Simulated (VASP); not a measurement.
The system is Li3Ta2O.

```xyz
6
Lattice="5.4245 0.0000 0.0000 -2.7122 4.6978 0.0000 0.0000 0.0000 3.0411" Properties=species:S:1:pos:R:3 pbc="T T T"
Li   -1.3561    2.3489    0.0000
Li    2.7122    0.0000    0.0000
Li    1.3561    2.3489    0.0000
Ta    0.0000    3.1318    1.5206
Ta    2.7122    1.5659    1.5206
O     0.0000    0.0000    1.5206
```

The cell was generated, and may not be a known phase.

* Program: VASP 6.6.1
* Task: relaxation of cell and atoms
* Functional: PBE
* Potentials or basis: VASP PAW PBE potentials, release 64 (Li_sv, Ta_pv, O)
* Cutoff: 750 eV
* k mesh: 6 × 6 × 6
* Occupations: gaussian, width 0.1 eV
* Spin: no spin polarisation

At the start: pressure 30.0 GPa; volume 12.92 Å³/atom.

**Question.** How do energy, volume and symmetry change on relaxing?

**Answer.** Over 11 steps the energy falls by 1569.3 meV/atom and the volume is 15.32 Å³/atom (+18.6 %); space group P6/mmm (No. 191, to 0.1 Å) before and after.

The path:
```
step  energy change (eV)  largest force (eV/Å)  pressure (GPa)  volume (Å³)
   1              0.0000                0.0000           30.02        77.50
   2             -3.8415                0.0000            1.12       107.45
   3             -4.1852                0.0000           -4.31       121.97
   4             -4.1827                0.0000           -5.39       126.10
   5             -6.4316                0.0000           -9.89       125.55
   6             -5.2699                0.0000          -11.37       107.85
   7             -7.6482                0.0000          -12.95       122.76
   8             -9.3003                0.0000           -4.18        96.19
   9             -9.3053                0.0000           -3.39        95.09
  10             -9.4129                0.0000            0.43        91.44
  11             -9.4160                0.0000           -0.15        91.95
```

Final structure:
```yaml
crystal:
  lattice:
    - [4.68505, 0.00000, 0.00000]
    - [-2.34252, 4.05737, 0.00000]
    - [0.00000, 0.00000, 4.83710]
  atoms:
    - { symbol: Li, position: [0.00000, 0.50000, 0.00000] }
    - { symbol: Li, position: [0.50000, 0.00000, 0.00000] }
    - { symbol: Li, position: [0.50000, 0.50000, 0.00000] }
    - { symbol: Ta, position: [0.33333, 0.66667, 0.50000] }
    - { symbol: Ta, position: [0.66667, 0.33333, 0.50000] }
    - { symbol: O, position: [0.00000, 0.00000, 0.50000] }
```

Caveat: the volume moved by over 15 % at a fixed basis, so the end points are rough.
